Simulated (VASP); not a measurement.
**MoS2: single point with RPBE+D3(BJ)**

**What was measured.**

From “Multiwavelength excitation Raman Scattering Analysis of bulk and 2 dimensional MoS2: Vibrational properties of atomically thin MoS2 layers”, 2015, arxiv:1506.03228, for a bulk crystal of MoS2 at 300 K: band gap 1.3 eV (indirect).

MoS2:

```xyz
6
Lattice="2.9898 0.0000 0.0000 -1.4949 2.5892 0.0000 0.0000 0.0000 11.2279" Properties=species:S:1:pos:R:3 pbc="T T T"
Mo    1.4949    0.8631    8.4209
Mo    0.0000    1.7261    2.8070
S     1.4949    0.8631    4.3991
S     0.0000    1.7261   10.0131
S     1.4949    0.8631    1.2148
S     0.0000    1.7261    6.8287
```

```yaml
Program: VASP 6.6.1
Task: single point
Functional: RPBE
Dispersion: D3(BJ)
Potentials_or_basis: VASP PAW PBE potentials, release 64 (Mo_sv, S)
Cutoff: 520 eV
k_mesh: 10 × 10 × 3
Occupations: fermi-dirac, width 0.05 eV
Spin: no spin polarisation
Dipole_correction: no
Further_INCAR_settings: ALGO = Normal; EDIFF = 1e-06; NBANDS = 35
```

* Pressure: -0.4 GPa
* Largest force: 0.034 eV/Å
* Band gap on the k mesh: 0.25 eV (least direct gap 1.58 eV)
* Dispersion energy per atom: -2.380 eV

Forces on the atoms (eV/Å):
```
Mo   0.000  0.000  0.000
Mo   0.000  0.000  0.000
S    0.000  0.000 -0.034
S    0.000  0.000 -0.034
S    0.000  0.000  0.034
S    0.000  0.000  0.034
```

Stress tensor (GPa, compression positive):
```
-0.31  0.00  0.00
 0.00 -0.31  0.00
 0.00  0.00 -0.46
```

Levels at points of the mesh, in eV from the valence-band top:
| k point | band 22 | band 23 | band 24 | band 25 | band 26 | band 27 | band 28 | band 29 | band 30 | band 31 |
| --- | --- | --- | --- | --- | --- | --- | --- | --- | --- | --- |
| (0.00, 0.00, 0.00) | -2.20 | -2.03 | -2.03 | -0.72 | 0.00 | 2.11 | 2.11 | 2.22 | 2.22 | 2.32 |
| (0.50, 0.00, 0.00) | -3.02 | -1.98 | -1.92 | -1.73 | -1.23 | 1.99 | 2.03 | 2.14 | 2.74 | 2.81 |

Run time: 34 s on 1 thread of Intel(R) Xeon(R) 6975P-C (Granite Rapids) (shared host), peak memory 0.24 GiB.

Measured gap of MoS2: 1.3 eV (indirect; 300 K; “Multiwavelength excitation Raman Scattering Analysis of bulk and 2 dimensional MoS2: Vibrational properties of atomically thin MoS2 layers”, 2015, arxiv:1506.03228). This calculation gives 0.25 eV (-1.05 eV). So large a miss can be the level of theory's own, or it may mean another phase, state or a wrong row. Spin-orbit coupling on Mo is left out. The value is that of RPBE+D3(BJ) on a finite k mesh, which can miss the band edges, without temperature or zero-point motion. Semilocal functionals fall short of measured gaps as a rule.

Caveat: the dispersion term is far too large for a dense solid, which distorts pressure and volume; the PAW data sets were made with another functional, which shifts forces and pressure a little.
